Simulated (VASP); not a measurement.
# SnO2 (SnO2 (P4_2/mnm)) (P4_2/mnm) in VASP: settings compared, part 2 of 2

VASP 6.6.1. Earlier steps stand in the parts before.

**3. Single point, PBE**

INCAR reads:

```
SYSTEM = SnO2
PREC = Accurate
ENCUT = 520
EDIFF = 1E-7
ISMEAR = 0
SIGMA = 0.01
LREAL = Auto
LASPH = .True.
NELM = 100
ALGO = Normal
ISIF = 2
LWAVE = .False.
LCHARG = .False.
GGA = PE
NBANDS = 122
```

KPOINTS reads:

```
Automatic mesh
0
Gamma
  1 1 1
  0.25 0.25 0.25
```

POSCAR reads:

```
SnO2
1.0
    4.8274600320      4.8274600320      0.0000000000
   -4.8274600320      4.8274600320      0.0000000000
    0.0000000000      0.0000000000      6.4759066843
Sn O
8 16
Direct
    0.0000000000      0.5000000000      0.2500000000
    0.5000000000      0.0000000000      0.2500000000
    0.0000000000      0.0000000000      0.0000000000
    0.5000000000      0.5000000000      0.0000000000
    0.0000000000      0.5000000000      0.7500000000
    0.5000000000      0.0000000000      0.7500000000
    0.0000000000      0.0000000000      0.5000000000
    0.5000000000      0.5000000000      0.5000000000
    0.0000000000      0.8065971048      0.2500000000
    0.5000000000      0.3065971048      0.2500000000
    0.0000000000      0.1934028952      0.2500000000
    0.5000000000      0.6934028952      0.2500000000
    0.3065971048      0.0000000000      0.0000000000
    0.8065971048      0.5000000000      0.0000000000
    0.1934028952      0.5000000000      0.0000000000
    0.6934028952      0.0000000000      0.0000000000
    0.0000000000      0.8065971048      0.7500000000
    0.5000000000      0.3065971048      0.7500000000
    0.0000000000      0.1934028952      0.7500000000
    0.5000000000      0.6934028952      0.7500000000
    0.3065971048      0.0000000000      0.5000000000
    0.8065971048      0.5000000000      0.5000000000
    0.1934028952      0.5000000000      0.5000000000
    0.6934028952      0.0000000000      0.5000000000
```

Potentials or basis: VASP PAW PBE potentials, release 64 (Sn_d, O).

Started as:

```sh
$ cat potpaw_PBE.64/Sn_d/POTCAR potpaw_PBE.64/O/POTCAR > POTCAR
$ mpirun -np 1 vasp_std > vasp.out
```

OUTCAR:

```text
SYSTEM = SnO2
   PREC = Accurate
   ENCUT = 520
   EDIFF = 1E-7
   ISMEAR = 0
   LREAL = Auto
   LASPH = .True.
   NELM = 100
   ISIF = 2
   GGA = PE

 ion  position               nearest neighbor table
   1  0.000  0.500  0.250-  14 2.09  15 2.09  22 2.09  23 2.09   9 2.09  11 2.09   5 3.24   5 3.24

   2  0.500  0.000  0.250-  13 2.09  16 2.09  21 2.09  24 2.09  10 2.09  12 2.09   6 3.24   6 3.24

   3  0.000  0.000  0.000-   9 2.09  11 2.09  17 2.09  19 2.09  13 2.09  16 2.09   7 3.24   7 3.24
[... 34 lines left out ...]
 A1 = (   4.8274600320,   4.8274600320,   0.0000000000)
 A2 = (  -4.8274600320,   4.8274600320,   0.0000000000)
 A3 = (   0.0000000000,   0.0000000000,   6.4759066843)

Analysis of symmetry for initial positions (statically):
=====================================================================
 Subroutine PRICEL returns following result:

  LATTYP: Found a simple tetragonal cell.
 ALAT       =     4.8274600320
 C/A-ratio  =     0.6707364371

  Lattice vectors:

 A1 = (   4.8274600320,   0.0000000000,   0.0000000000)
 A2 = (   0.0000000000,   4.8274600320,   0.0000000000)
[... 178 lines left out ...]
 k-point     1 :       0.2500    0.2500    0.2500
  band No.  band energies     occupation
      1     -15.3654      2.00000
      2     -15.3276      2.00000
      3     -15.3138      2.00000
      4     -15.3138      2.00000
      5     -15.2955      2.00000
      6     -15.1833      2.00000
[... 108 lines left out ...]
    115      13.0049      0.00000
    116      13.0049      0.00000
 [bands above 116 left out]

------------------------ aborting loop because EDIFF is reached ----------------------------------------

  FORCE on cell =-STRESS in cart. coord.  units (eV):
  Direction    XX          YY          ZZ          XY          YZ          ZX
  --------------------------------------------------------------------------------------
  -------------------------------------------------------------------------------------
  Total        1.1459565      1.1459565      1.3175917      0.0000000      0.0000000      0.0000000
  in kB        6.0829014      6.0829014      6.9939657      0.0000000      0.0000000      0.0000000
  external PRESSURE =       6.3865895 kB  Pullay stress =       0.0000000 kB

 VOLUME and BASIS-vectors are now :
 -----------------------------------------------------------------------------
  energy-cutoff  :      520.00
  volume of cell :      301.83
      direct lattice vectors                 reciprocal lattice vectors
     4.827460032  4.827460032  0.000000000     0.103574136  0.103574136  0.000000000
    -4.827460032  4.827460032  0.000000000    -0.103574136  0.103574136  0.000000000
     0.000000000  0.000000000  6.475906684     0.000000000  0.000000000  0.154418531

 POSITION                                       TOTAL-FORCE (eV/Angst)
 -----------------------------------------------------------------------------------
     -2.41373      2.41373      1.61898         0.000000     -0.000000     -0.000000
      2.41373      2.41373      1.61898         0.000000     -0.000000     -0.000000
      0.00000      0.00000      0.00000         0.000000     -0.000000     -0.000000
      0.00000      4.82746      0.00000         0.000000     -0.000000     -0.000000
     -2.41373      2.41373      4.85693         0.000000     -0.000000     -0.000000
      2.41373      2.41373      4.85693         0.000000     -0.000000     -0.000000
[... 16 lines left out ...]
     -1.48009      3.34737      3.23795         0.006522      0.006522      0.000000
      3.34737      3.34737      3.23795         0.006522      0.006522      0.000000
 -----------------------------------------------------------------------------------
    total drift:                               -0.000000      0.000000      0.000000

  FREE ENERGIE OF THE ION-ELECTRON SYSTEM (eV)
  ---------------------------------------------------
  free  energy   TOTEN  =      -149.3028168361 eV

  energy  without entropy=     -149.3028168361  energy(sigma->0) =     -149.30281684
```

OSZICAR:

```text
N       E                     dE             d eps       ncg     rms          rms(c)
DAV:   1     0.395744455236E+04    0.39574E+04   -0.86552E+04   268   0.267E+03
DAV:   2     0.865424733093E+03   -0.30920E+04   -0.29522E+04   244   0.862E+02
DAV:   3    -0.649416477226E+02   -0.93037E+03   -0.88785E+03   270   0.328E+02
DAV:   4    -0.169192002608E+03   -0.10425E+03   -0.10203E+03   288   0.121E+02
DAV:   5    -0.173533559533E+03   -0.43416E+01   -0.42948E+01   272   0.249E+01    0.306E+01
DAV:   6    -0.148697412373E+03    0.24836E+02   -0.94086E+01   376   0.727E+01    0.107E+01
DAV:   7    -0.149414025334E+03   -0.71661E+00   -0.10838E+01   272   0.982E+00    0.666E+00
DAV:   8    -0.149406545081E+03    0.74803E-02   -0.18245E+00   320   0.677E+00    0.205E+00
DAV:   9    -0.149300619566E+03    0.10593E+00   -0.72056E-01   344   0.558E+00    0.459E-01
DAV:  10    -0.149302133219E+03   -0.15137E-02   -0.50400E-02   360   0.126E+00    0.114E-01
DAV:  11    -0.149302793340E+03   -0.66012E-03   -0.40597E-03   344   0.359E-01    0.422E-02
DAV:  12    -0.149302838119E+03   -0.44780E-04   -0.31191E-04   288   0.868E-02    0.386E-02
DAV:  13    -0.149302815162E+03    0.22957E-04   -0.15738E-04   368   0.830E-02    0.795E-03
DAV:  14    -0.149302815213E+03   -0.50586E-07   -0.15202E-05   264   0.147E-02    0.568E-03
DAV:  15    -0.149302816214E+03   -0.10011E-05   -0.91539E-07   312   0.462E-03    0.195E-03
DAV:  16    -0.149302816694E+03   -0.47989E-06   -0.13871E-07   168   0.176E-03    0.632E-04
DAV:  17    -0.149302816795E+03   -0.10123E-06   -0.98592E-08   152   0.130E-03    0.790E-05
DAV:  18    -0.149302816836E+03   -0.41226E-07   -0.26759E-08   152   0.982E-04
   1 F= -.14930282E+03 E0= -.14930282E+03  d E =-.152721E-25
```

Wall time 2.3 min (1 thread of Intel Xeon Platinum 8488C (Sapphire Rapids), shared host); peak memory 0.34 GiB.

What came out:

```
Free energy            : -149.3028 eV
Pressure               : 0.6 GPa
Largest force          : 0.009 eV/Å
Band gap on the k mesh : 2.87 eV
```

Forces in eV/Å, atoms in the order of the input:
```
Sn   0.000  0.000  0.000
Sn   0.000  0.000  0.000
Sn   0.000  0.000  0.000
Sn   0.000  0.000  0.000
Sn   0.000  0.000  0.000
Sn   0.000  0.000  0.000
Sn   0.000  0.000  0.000
Sn   0.000  0.000  0.000
O    0.007 -0.007  0.000
O    0.007 -0.007  0.000
O   -0.007  0.007  0.000
O   -0.007  0.007  0.000
O   -0.007 -0.007  0.000
O   -0.007 -0.007  0.000
O    0.007  0.007  0.000
O    0.007  0.007  0.000
O    0.007 -0.007  0.000
O    0.007 -0.007  0.000
O   -0.007  0.007  0.000
O   -0.007  0.007  0.000
O   -0.007 -0.007  0.000
O   -0.007 -0.007  0.000
O    0.007  0.007  0.000
O    0.007  0.007  0.000
```

Caveat: the k points lie up to 0.97 Å⁻¹ apart; spin-orbit coupling is left out, which moves the levels of the heavy elements.

**4. Single point, LDA**

INCAR reads:

```
  PREC = Accurate
  ENCUT = 520
  EDIFF = 1E-6
  ISMEAR = 0
  SIGMA = 0.01
  LREAL = Auto
  LASPH = True
  NELM = 60
  ALGO = Normal
  ISIF = 2
  LWAVE = False
  LCHARG = False
  GGA = CA
  NBANDS = 122
```

KPOINTS is that of step 3.

POSCAR is that of step 3.

Potentials or basis: VASP PAW LDA potentials, release 64 (Sn_d, O).

Started as:

```sh
$ cat potpaw_LDA.64/Sn_d/POTCAR potpaw_LDA.64/O/POTCAR > POTCAR
$ mpirun -np 1 vasp_std > vasp.out
```

OUTCAR:

```text
PREC = Accurate
   ENCUT = 520
   EDIFF = 1E-6
   ISMEAR = 0
   LREAL = Auto
   LASPH = True
   NELM = 60
   ISIF = 2
   GGA = CA

 ion  position               nearest neighbor table
   1  0.000  0.500  0.250-  14 2.09  15 2.09  22 2.09  23 2.09   9 2.09  11 2.09   5 3.24   5 3.24

   2  0.500  0.000  0.250-  13 2.09  16 2.09  21 2.09  24 2.09  10 2.09  12 2.09   6 3.24   6 3.24

   3  0.000  0.000  0.000-   9 2.09  11 2.09  17 2.09  19 2.09  13 2.09  16 2.09   7 3.24   7 3.24
[... 34 lines left out ...]
 A1 = (   4.8274600320,   4.8274600320,   0.0000000000)
 A2 = (  -4.8274600320,   4.8274600320,   0.0000000000)
 A3 = (   0.0000000000,   0.0000000000,   6.4759066843)

Analysis of symmetry for initial positions (statically):
=====================================================================
 Subroutine PRICEL returns following result:

  LATTYP: Found a simple tetragonal cell.
 ALAT       =     4.8274600320
 C/A-ratio  =     0.6707364371

  Lattice vectors:

 A1 = (   4.8274600320,   0.0000000000,   0.0000000000)
 A2 = (   0.0000000000,   4.8274600320,   0.0000000000)
 A3 = (   0.0000000000,   0.0000000000,   3.2379533421)

   4 primitive cells build up your supercell.

 Routine SETGRP: Setting up the symmetry group for a
 simple tetragonal supercell.

 Subroutine GETGRP returns: Found 16 space group operations
 (whereof  8 operations were pure point group operations)
 out of a pool of 16 trial point group operations.

The static configuration has the point symmetry D_2h.
 The point group associated with its full space group is D_4h.

Analysis of symmetry for dynamics (positions and initial velocities):
=====================================================================
[... 127 lines left out ...]
  volume/ion in A,a.u.               =      12.58        84.87
  Fermi-wavevector in a.u.,A,eV,Ry     =   1.446017  2.732575 28.449294  2.090964
  Thomas-Fermi vector in A             =   2.564133
   LORBIT       =      0    0 simple, 1 ext, 2 COOP (PROOUT), +10 PAW based schemes
   GGA     = CA    functional components
   LHFCALC =     F    Hartree Fock is set to
   AEXX    =    0.0000 exact exchange contribution
   IVDW    =     0    specifies the selected vdW correction
   LEPSILON=     F    determine dielectric tensor
   LRPA    =     F    only Hartree local field effects (RPA)
 non-spin polarized calculation
 Gauss-broadening in eV      SIGMA  =   0.01
  energy-cutoff  :      520.00
  volume of cell :      301.83
 maximum number of plane-waves:      8114
 NGX is ok and might be reduce to    50
   NGX = 25   NGY = 25   NGZ = 25

 number of electron     208.0000089 magnetization

 Free energy of the ion-electron system (eV)
  ---------------------------------------------------
  ext. energy  EPLUGINS =         0.00000000
  ---------------------------------------------------
  free energy    TOTEN  =      -168.68853427 eV

  energy without entropy =     -168.68853427  energy(sigma->0) =     -168.68853427

 E-fermi :   4.9904     XC(G=0): -11.5221

 val. band max:        4.9330795612   @ k =   0.2500   0.2500   0.2500
 cond. band min:       7.7080122028   @ k =   0.2500   0.2500   0.2500
 fundamental gap:      2.7749326416
 Fermi energy:         4.9903815664

 k-point     1 :       0.2500    0.2500    0.2500
  band No.  band energies     occupation
      1     -15.5476      2.00000
      2     -15.5069      2.00000
      3     -15.4937      2.00000
      4     -15.4937      2.00000
      5     -15.4758      2.00000
      6     -15.3704      2.00000
[... 108 lines left out ...]
    115      12.4769      0.00000
    116      12.4769      0.00000
 [bands above 116 left out]

------------------------ aborting loop because EDIFF is reached ----------------------------------------

  FORCE on cell =-STRESS in cart. coord.  units (eV):
  Direction    XX          YY          ZZ          XY          YZ          ZX
  --------------------------------------------------------------------------------------
  -------------------------------------------------------------------------------------
  Total      -17.6265743    -17.6265743    -20.2709038      0.0000000      0.0000000      0.0000000
  in kB      -93.5643809    -93.5643809   -107.6008605      0.0000000      0.0000000      0.0000000
  external PRESSURE =     -98.2432074 kB  Pullay stress =       0.0000000 kB

 VOLUME and BASIS-vectors are now :
 -----------------------------------------------------------------------------
  energy-cutoff  :      520.00
  volume of cell :      301.83
      direct lattice vectors                 reciprocal lattice vectors
     4.827460032  4.827460032  0.000000000     0.103574136  0.103574136  0.000000000
    -4.827460032  4.827460032  0.000000000    -0.103574136  0.103574136  0.000000000
     0.000000000  0.000000000  6.475906684     0.000000000  0.000000000  0.154418531

 POSITION                                       TOTAL-FORCE (eV/Angst)
 -----------------------------------------------------------------------------------
     -2.41373      2.41373      1.61898        -0.000000      0.000000      0.000000
      2.41373      2.41373      1.61898        -0.000000      0.000000      0.000000
      0.00000      0.00000      0.00000        -0.000000      0.000000      0.000000
      0.00000      4.82746      0.00000        -0.000000      0.000000      0.000000
     -2.41373      2.41373      4.85693        -0.000000      0.000000      0.000000
      2.41373      2.41373      4.85693        -0.000000      0.000000      0.000000
[... 16 lines left out ...]
     -1.48009      3.34737      3.23795        -0.070519     -0.070519     -0.000000
      3.34737      3.34737      3.23795        -0.070519     -0.070519     -0.000000
 -----------------------------------------------------------------------------------
    total drift:                               -0.000000      0.000000      0.000000

  FREE ENERGIE OF THE ION-ELECTRON SYSTEM (eV)
  ---------------------------------------------------
  free  energy   TOTEN  =      -168.6885342675 eV

  energy  without entropy=     -168.6885342675  energy(sigma->0) =     -168.68853427
```

OSZICAR:

```text
N       E                     dE             d eps       ncg     rms          rms(c)
DAV:   1     0.387627644601E+04    0.38763E+04   -0.87235E+04   276   0.267E+03
DAV:   2     0.846838395678E+03   -0.30294E+04   -0.28875E+04   244   0.862E+02
DAV:   3    -0.858826862293E+02   -0.93272E+03   -0.89287E+03   278   0.328E+02
DAV:   4    -0.187767661974E+03   -0.10188E+03   -0.10005E+03   280   0.121E+02
DAV:   5    -0.192453306287E+03   -0.46856E+01   -0.46536E+01   280   0.255E+01    0.299E+01
DAV:   6    -0.168725158672E+03    0.23728E+02   -0.91114E+01   368   0.734E+01    0.110E+01
DAV:   7    -0.169055699595E+03   -0.33054E+00   -0.10234E+01   264   0.949E+00    0.656E+00
DAV:   8    -0.168801414483E+03    0.25429E+00   -0.20340E+00   344   0.647E+00    0.209E+00
DAV:   9    -0.168689205427E+03    0.11221E+00   -0.72568E-01   344   0.533E+00    0.437E-01
DAV:  10    -0.168688536796E+03    0.66863E-03   -0.53535E-02   344   0.125E+00    0.144E-01
DAV:  11    -0.168688526080E+03    0.10717E-04   -0.44949E-03   384   0.420E-01    0.439E-02
DAV:  12    -0.168688561758E+03   -0.35678E-04   -0.37791E-04   312   0.888E-02    0.446E-02
DAV:  13    -0.168688533806E+03    0.27952E-04   -0.93863E-05   352   0.567E-02    0.883E-03
DAV:  14    -0.168688534192E+03   -0.38579E-06   -0.19155E-05   312   0.164E-02    0.353E-03
DAV:  15    -0.168688534267E+03   -0.75641E-07   -0.80002E-07   160   0.452E-03
   1 F= -.16868853E+03 E0= -.16868853E+03  d E =-.309942E-16
```

stdout:

```text
POSCAR found type information on POSCAR SnO
 POSCAR found :  2 types and      24 ions
 scaLAPACK will be used
 LDA part: xc-table for (Slater(with rela. corr.)+CA(PZ))
 , standard interpolation
 POSCAR, INCAR and KPOINTS ok, starting setup
 FFT: planning ... GRIDC
 FFT: planning ... GRID_SOFT
 FFT: planning ... GRID
 WAVECAR not read
 entering main loop
```

Wall time 92 s (1 thread of Intel Xeon Platinum 8488C (Sapphire Rapids), shared host); peak memory 0.29 GiB.

What came out:

* Free energy: -168.6885 eV
* Pressure: -9.8 GPa
* Largest force: 0.100 eV/Å
* Band gap on the k mesh: 2.77 eV

Forces in eV/Å, atoms in the order of the input:
```
Sn   0.000  0.000  0.000
Sn   0.000  0.000  0.000
Sn   0.000  0.000  0.000
Sn   0.000  0.000  0.000
Sn   0.000  0.000  0.000
Sn   0.000  0.000  0.000
Sn   0.000  0.000  0.000
Sn   0.000  0.000  0.000
O   -0.071  0.071  0.000
O   -0.071  0.071  0.000
O    0.071 -0.071  0.000
O    0.071 -0.071  0.000
O    0.071  0.071  0.000
O    0.071  0.071  0.000
O   -0.071 -0.071  0.000
O   -0.071 -0.071  0.000
O   -0.071  0.071  0.000
O   -0.071  0.071  0.000
O    0.071 -0.071  0.000
O    0.071 -0.071  0.000
O    0.071  0.071  0.000
O    0.071  0.071  0.000
O   -0.071 -0.071  0.000
O   -0.071 -0.071  0.000
```

Levels at points of the mesh, in eV from the valence-band top:
| k point | band 101 | band 102 | band 103 | band 104 | band 105 | band 106 | band 107 | band 108 |
| --- | --- | --- | --- | --- | --- | --- | --- | --- |
| (0.25, 0.25, 0.25) | -0.44 | -0.39 | -0.39 | 0.00 | 2.77 | 4.49 | 4.49 | 5.03 |

Caveat: the k points lie up to 0.97 Å⁻¹ apart; spin-orbit coupling is left out, which moves the levels of the heavy elements.

**5. Overview**

| level | potentials or basis | gap on the mesh (eV) | pressure (GPa) | largest force (eV/Å) |
| --- | --- | --- | --- | --- |
| r2SCAN | VASP PAW PBE potentials, release 64 (Sn_d, O) | 3.52 | -6.6 | 0.02 |
| PBE | VASP PAW PBE potentials, release 64 (Sn_d, O) | 2.87 | 0.6 | 0.01 |
| LDA | VASP PAW LDA potentials, release 64 (Sn_d, O) | 2.77 | -9.8 | 0.10 |

Alike in all rows: task single point; no spin polarisation; cell as given; k mesh 1 × 1 × 1, shifted; cutoff (eV) 520; smearing gaussian 0.01 eV.

Caveats: all runs use coarse meshes; spin-orbit coupling is left out, which moves the levels of the heavy elements; the PAW data sets were made with another functional, which shifts forces and pressure a little (some runs).

Absolute energies hang on the potentials; compare differences alone.
